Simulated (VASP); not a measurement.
# Mo (R-3m) in VASP: notebook

Runs on Mo. Level: PBEsol. Tasks: single point.

Everything below comes from runs of VASP 6.6.1. Logs are shortened: lines on timing, memory, paths and dates and some standing lists are left out, and cuts for length are marked.

## Step 1: The cell of the first run

It takes space group R-3m (No. 166, trigonal). Conventional cell: a = 2.770 Å, b = 2.770 Å, c = 6.950 Å, α = 90.00°, β = 90.00°, γ = 120.00°. Mo (site symmetry -3m) has 12 Mo at 2.77 to 2.82 Å within 3.7 Å.

## Step 2: Single point, PBEsol

INCAR

```
PREC = Accurate ; ENCUT = 520
EDIFF = 1E-7 ; ISMEAR = 0
SIGMA = 0.1 ; LREAL = F
LASPH = T ; NELM = 60
ALGO = Fast ; ISIF = 2
LWAVE = F ; LCHARG = T
GGA = PS ; LELF = T
LVHAR = T ; NBANDS = 13
```

KPOINTS

```
regular mesh
0
Gamma
  15 15 15
```

POSCAR

```
Mo
1.0
    2.7704872835      0.0000000000      0.0000000000
   -1.3852436417      2.3993123684      0.0000000000
    1.3852436417      0.7997707895      2.3167285908
Mo
1
Direct
    0.0000000000      0.0000000000      0.0000000000
```

Potentials or basis: VASP PAW PBE potentials, release 64 (Mo_sv).

Launch:

```sh
> cat potpaw_PBE.64/Mo_sv/POTCAR > POTCAR
> mpirun -np 1 vasp_std > vasp.out
```

OUTCAR:

```text
PREC = Accurate
   ENCUT = 520
   EDIFF = 1E-7
   ISMEAR = 0
   LREAL = F
   LASPH = T
   NELM = 60
   ISIF = 2
   GGA = PS

 ion  position               nearest neighbor table
   1  0.000  0.000  0.000-

  LATTYP: Found a trigonal (rhomboedric) cell.
 ALAT       =     2.8152734549
 COS(alpha) =     0.5157817479

  Lattice vectors:

 A1 = (  -0.0000000001,  -1.5995415789,   2.3167285908)
 A2 = (   1.3852436417,   0.7997707895,   2.3167285908)
 A3 = (  -1.3852436418,   0.7997707895,   2.3167285908)

Analysis of symmetry for initial positions (statically):
=====================================================================
 Subroutine PRICEL returns:
 Original cell was already a primitive cell.

 Routine SETGRP: Setting up the symmetry group for a
 trigonal (rhombohedral) supercell.

 Subroutine GETGRP returns: Found 12 space group operations
 (whereof 12 operations were pure point group operations)
 out of a pool of 12 trial point group operations.

The static configuration has the point symmetry D_3d.

Analysis of symmetry for dynamics (positions and initial velocities):
=====================================================================
 Subroutine PRICEL returns:
 Original cell was already a primitive cell.

 Routine SETGRP: Setting up the symmetry group for a
 trigonal (rhombohedral) supercell.

 Subroutine GETGRP returns: Found 12 space group operations
 (whereof 12 operations were pure point group operations)
 out of a pool of 12 trial point group operations.

The dynamic configuration has the point symmetry D_3d.

 Subroutine INISYM returns: Found 12 space group operations
 (whereof 12 operations are pure point group operations),
 and found     1 'primitive' translations

----------------------------------------------------------------------------------------

                                     Primitive cell

  volume of cell :      15.3999

  direct lattice vectors                    reciprocal lattice vectors
     2.770487284  0.000000000  0.000000000     0.360947334  0.208393041 -0.287762092
    -1.385243642  2.399312368  0.000000000     0.000000000  0.416786081 -0.143881046
     1.385243642  0.799770790  2.316728591     0.000000000  0.000000000  0.431643139

  length of vectors
     2.770487284  2.770487283  2.815273455     0.506475724  0.440922208  0.431643139

  position of ions in fractional coordinates (direct lattice)
     0.000000000  0.000000000  0.000000000

  ion indices of the primitive-cell ions
   primitive index   ion index
                 1           1

----------------------------------------------------------------------------------------

 KPOINTS: regular mesh

Automatic generation of k-mesh.
 Grid dimensions read from file:
 generate k-points for:   15   15   15

 Generating k-lattice:

  Cartesian coordinates                     Fractional coordinates (reciprocal lattice)
     0.024063156  0.013892869 -0.019184139     0.066666667  0.000000000  0.000000000
     0.000000000  0.027785739 -0.009592070     0.000000000  0.066666667 -0.000000000
     0.000000000  0.000000000  0.028776209     0.000000000  0.000000000  0.066666667

  Length of vectors
     0.033765048  0.029394814  0.028776209

  Shift w.r.t. Gamma in fractional coordinates (k-lattice)
     0.000000000  0.000000000  0.000000000

 Subroutine IBZKPT returns following result:
 ===========================================

 Found    344 irreducible k-points:

 Following reciprocal coordinates:
            Coordinates               Weight
  0.000000  0.000000  0.000000      1.000000
  0.066667 -0.000000  0.000000      6.000000
  0.133333 -0.000000  0.000000      6.000000
  0.200000 -0.000000  0.000000      6.000000
  0.266667 -0.000000  0.000000      6.000000
  0.333333 -0.000000  0.000000      6.000000
[... 16 lines left out ...]
  0.400000  0.133333  0.000000     12.000000
 -0.066667  0.133333 -0.000000      6.000000
 [... further k-points ...]
   k-points           NKPTS =    344   k-points in BZ     NKDIM =    344   number of bands    NBANDS=     13
   number of dos      NEDOS =    301   number of ions     NIONS =      1
   total plane-waves  NPLWV =  13824
   dimension x,y,z NGX =    24 NGY =   24 NGZ =   24
   dimension x,y,z NGXF=    48 NGYF=   48 NGZF=   48
   ions per type =               1
   NGX,Y,Z   is equivalent  to a cutoff of  14.40, 14.40, 14.17 a.u.
   NGXF,Y,Z  is equivalent  to a cutoff of  28.80, 28.80, 28.34 a.u.
 SYSTEM =  unknown system
   PREC   = accura    normal or accurate (medium, high low for compatibility)
   ISTART =      0    job   : 0-new  1-cont  2-samecut
   ICHARG =      2    charge: 1-file 2-atom 10-const
   ISPIN  =      1    spin polarized calculation?
   LNONCOLLINEAR =      F non collinear calculations
   LSORBIT =      F    spin-orbit coupling
   LASPH  =      T    aspherical Exc in radial PAW
   ENCUT  =  520.0 eV  38.22 Ry    6.18 a.u.   5.15  5.15  5.23*2*pi/ulx,y,z
   NELM   =     60;   NELMIN=  2; NELMDL= -5     # of ELM steps
   EDIFF  = 0.1E-06   stopping-criterion for ELM
   LREAL  =      F    real-space projection
   EDIFFG = 0.1E-05   stopping-criterion for IOM
   NSW    =      0    number of steps for IOM
   IBRION =     -1    ionic relax: 0-MD 1-quasi-New 2-CG
   NFREE  =      0    steps in history (QN), initial steepest desc. (CG)
   ISIF   =      2    stress and relaxation
   ISYM   =      2    0-nonsym 1-usesym 2-fastsym
   POTIM  = 0.5000    time-step for ionic-motion
   TEBEG  =    0.0;   TEEND  =   0.0 temperature during run
   PSTRESS=    0.0 pullay stress
   NELECT =      14.0000    total number of electrons
   NUPDOWN=      -1.0000    fix difference up-down
   EMIN   =  10.00;   EMAX   =-10.00  energy-range for DOS
   EFERMI =   0.00;   METHOD = LEGACY
   ISMEAR =     0;   SIGMA  =   0.10  broadening in eV -4-tet -1-fermi 0-gaus
   EFERMI_NEDOS =   21; number of points for ismear=-14 and -15
   IALGO  =     68    algorithm
   IMIX   =      4    mixing-type and parameters
     AMIX     =   0.40;   BMIX     =  1.00
     AMIX_MAG =   1.60;   BMIX_MAG =  1.00
  volume/ion in A,a.u.               =      15.40       103.92
  Fermi-wavevector in a.u.,A,eV,Ry     =   1.585909  2.996933 34.220093  2.515106
  Thomas-Fermi vector in A             =   2.685301
   LORBIT       =      0    0 simple, 1 ext, 2 COOP (PROOUT), +10 PAW based schemes
   GGA     = PS    functional components
   LHFCALC =     F    Hartree Fock is set to
   AEXX    =    0.0000 exact exchange contribution
   IVDW    =     0    specifies the selected vdW correction
   LEPSILON=     F    determine dielectric tensor
   LRPA    =     F    only Hartree local field effects (RPA)
 non-spin polarized calculation
 RMM-DIIS sequential band-by-band and
 Gauss-broadening in eV      SIGMA  =   0.10
  energy-cutoff  :      520.00
  volume of cell :       15.40
 maximum number of plane-waves:       426
 NGX is ok and might be reduce to    24
   NGX = 11   NGY = 11   NGZ = 11

 number of electron      14.0000000 magnetization

 Free energy of the ion-electron system (eV)
  ---------------------------------------------------
  ext. energy  EPLUGINS =         0.00000000
  ---------------------------------------------------
  free energy    TOTEN  =       -11.34370144 eV

  energy without entropy =      -11.33734072  energy(sigma->0) =      -11.34052108

 E-fermi :  12.2561     XC(G=0): -13.5967

 val. band max:       12.2551772530   @ k =   0.0000   0.2000   0.0667
 cond. band min:      12.2658305614   @ k =  -0.1333   0.1333   0.4000
 fundamental gap:      0.0106533083
 Fermi energy:        12.2560648474

 k-point     1 :       0.0000    0.0000    0.0000
  band No.  band energies     occupation
      1     -48.3436      2.00000
      2     -21.6658      2.00000
      3     -21.5902      2.00000
      4     -21.5902      2.00000
      5       5.3760      2.00000
      6      11.2314      2.00000
      7      11.6214      2.00000
      8      11.6214      2.00000
      9      14.3367      0.00000
     10      14.3367      0.00000
     11      25.3778      0.00000
     12      30.3913      0.00000
     13      31.0109      0.00000

 k-point     2 :       0.0667   -0.0000    0.0000
  band No.  band energies     occupation
      1     -48.3286      2.00000
      2     -21.7069      2.00000
      3     -21.6405      2.00000
      4     -21.6133      2.00000
      5       5.6295      2.00000
      6      11.1689      2.00000
      7      11.5991      2.00000
      8      11.7721      2.00000
      9      14.0567      0.00000
     10      14.4145      0.00000
     11      25.8749      0.00000
     12      30.1950      0.00000
     13      30.8605      0.00000

 k-point     3 :       0.1333   -0.0000    0.0000
  band No.  band energies     occupation
      1     -48.2859      2.00000
      2     -21.8718      2.00000
      3     -21.7295      2.00000
      4     -21.6783      2.00000
      5       6.3342      2.00000
      6      10.6248      2.00000
      7      11.9877      1.99985
      8      12.2184      1.40542
      9      13.3430      0.00000
     10      14.6402      0.00000
     11      27.2467      0.00000
     12      29.6407      0.00000
     13      31.2146      0.00000

 k-point     4 :       0.2000   -0.0000    0.0000
  band No.  band energies     occupation
      1     -48.2227      2.00000
      2     -22.1322      2.00000
      3     -21.8319      2.00000
      4     -21.7730      2.00000
      5       7.2732      2.00000
      6       9.8577      2.00000
      7      12.5515      0.00003
      8      12.7478      0.00000
      9      12.9429      0.00000
     10      14.9894      0.00000
     11      29.2343      0.00000
     12      29.5064      0.00000
     13      31.3840      0.00000

 k-point     5 :       0.2667   -0.0000    0.0000
  band No.  band energies     occupation
      1     -48.1496      2.00000
      2     -22.4215      2.00000
      3     -21.9443      2.00000
      4     -21.8804      2.00000
      5       7.9092      2.00000
      6       9.0953      2.00000
      7      12.4440      0.00788
      8      13.7278      0.00000
      9      13.9103      0.00000
     10      15.4189      0.00000
     11      29.7249      0.00000
     12      30.3260      0.00000
     13      30.7572      0.00000
[... 257 lines left out ...]
 k-point    22 :       0.3333    0.1333    0.0000
  band No.  band energies     occupation
      1     -48.0196      2.00000
      2     -22.8556      2.00000
      3     -22.1583      2.00000
      4     -22.0992      2.00000
      5       7.7105      2.00000
      6       8.4283      2.00000
      7      13.3038      0.00000
      8      14.8604      0.00000
      9      16.7828      0.00000
     10      18.2199      0.00000
     11      25.1983      0.00000
     12      27.2336      0.00000
     13      28.6075      0.00000

 k-point    23 :       0.4000    0.1333    0.0000
  band No.  band energies     occupation
      1     -47.9918      2.00000
      2     -22.9270      2.00000
      3     -22.2253      2.00000
      4     -22.1396      2.00000
      5       7.4219      2.00000
      6       8.2072      2.00000
      7      14.1026      0.00000
      8      15.5562      0.00000
      9      16.8820      0.00000
     10      19.6324      0.00000
     11      23.9923      0.00000
     12      26.2763      0.00000
     13      27.4475      0.00000

 k-point    24 :      -0.0667    0.1333   -0.0000
  band No.  band energies     occupation
      1     -48.3128      2.00000
      2     -21.7637      2.00000
      3     -21.6890      2.00000
      4     -21.6241      2.00000
      5       5.8781      2.00000
      6      11.2348      2.00000
      7      11.4732      2.00000
      8      11.9016      2.00000
      9      13.9519      0.00000
     10      14.3294      0.00000
     11      26.3565      0.00000
     12      29.4608      0.00000
     13      31.0835      0.00000

 [... further k-points ...]

------------------------ aborting loop because EDIFF is reached ----------------------------------------

  FORCE on cell =-STRESS in cart. coord.  units (eV):
  Direction    XX          YY          ZZ          XY          YZ          ZX
  --------------------------------------------------------------------------------------
  -------------------------------------------------------------------------------------
  Total        0.3247906      0.3247906      0.2997109      0.0000000      0.0000000     -0.0000000
  in kB       33.7906061     33.7906061     31.1813545      0.0000000      0.0000000     -0.0000000
  external PRESSURE =      32.9208555 kB  Pullay stress =       0.0000000 kB

 VOLUME and BASIS-vectors are now :
 -----------------------------------------------------------------------------
  energy-cutoff  :      520.00
  volume of cell :       15.40
      direct lattice vectors                 reciprocal lattice vectors
     2.770487284  0.000000000  0.000000000     0.360947334  0.208393041 -0.287762092
    -1.385243642  2.399312368  0.000000000     0.000000000  0.416786081 -0.143881046
     1.385243642  0.799770790  2.316728591     0.000000000  0.000000000  0.431643139

 POSITION                                       TOTAL-FORCE (eV/Angst)
 -----------------------------------------------------------------------------------
      0.00000      0.00000      0.00000        -0.000000     -0.000000      0.000000
 -----------------------------------------------------------------------------------
    total drift:                                0.000000      0.000000      0.000000

  FREE ENERGIE OF THE ION-ELECTRON SYSTEM (eV)
  ---------------------------------------------------
  free  energy   TOTEN  =       -11.3437014369 eV

  energy  without entropy=      -11.3373407155  energy(sigma->0) =      -11.34052108
```

Run time: 66 s. Hardware: 1 thread of Intel Xeon Platinum 8259CL at 2.50GHz (Skylake/Cascade Lake), shared host; peak memory 0.18 GiB.

What came out:

```
Free energy            : -11.3437 eV
Pressure               : 3.3 GPa
Band gap on the k mesh : zero (band 7 reaches 16.33 eV, above the bottom of band 8 at 11.62 eV)
```

Stress tensor (GPa, compression positive):
```
3.38 0.00 0.00
0.00 3.38 0.00
0.00 0.00 3.12
```

Caveat: the PAW data sets were made with another functional, which shifts forces and pressure a little.

## Step 3: Single point, PBEsol

This run uses another cell than the first one, of 15.57 Å³/atom, 1.011 times its volume.

INCAR

```
SYSTEM = Mo
ALGO = Normal ; EDIFF = 1E-6
ENCUT = 520 ; GGA = PS
ISIF = 2 ; ISMEAR = 0
LASPH = .TRUE. ; LCHARG = .TRUE.
LELF = .TRUE. ; LREAL = .FALSE.
LVHAR = .TRUE. ; LWAVE = .FALSE.
NBANDS = 13 ; NELM = 100
PREC = Accurate ; SIGMA = 0.1
```

KPOINTS

```
k-points
0
G
  15 15 15
  0 0 0
```

Changes to POSCAR since step 2:

```diff
@@ -4,3 +4,3 @@
    -1.3852436417      2.3993123684      0.0000000000
-    1.3852436417      0.7997707895      2.3167285908
+    1.3852436417      0.7997707895      2.3420053590
 Mo
```

Potentials or basis: VASP PAW PBE potentials, release 64 (Mo_sv).

Launch:

```sh
> cat potpaw_PBE.64/Mo_sv/POTCAR > POTCAR
> mpirun -np 1 vasp_std > vasp.out
```

It took 36 s on 1 thread of Intel Xeon Platinum 8259CL at 2.50GHz (Skylake/Cascade Lake), shared host; peak memory 0.19 GiB.

Results (log left out):

```
Free energy            : -11.3456 eV
Pressure               : 0.6 GPa
Band gap on the k mesh : zero (band 7 reaches 16.09 eV, above the bottom of band 8 at 11.51 eV)
```

Stress tensor (GPa, compression positive):
```
0.61 0.00 0.00
0.00 0.61 0.00
0.00 0.00 0.45
```

Levels at points of the mesh, in eV from the Fermi level:
| k point | band 5 | band 6 | band 7 | band 8 | band 9 | band 10 |
| --- | --- | --- | --- | --- | --- | --- |
| (0.00, 0.00, 0.00) | -6.87 | -1.14 | -0.59 | -0.59 | 2.05 | 2.05 |

Caveat: the PAW data sets were made with another functional, which shifts forces and pressure a little.
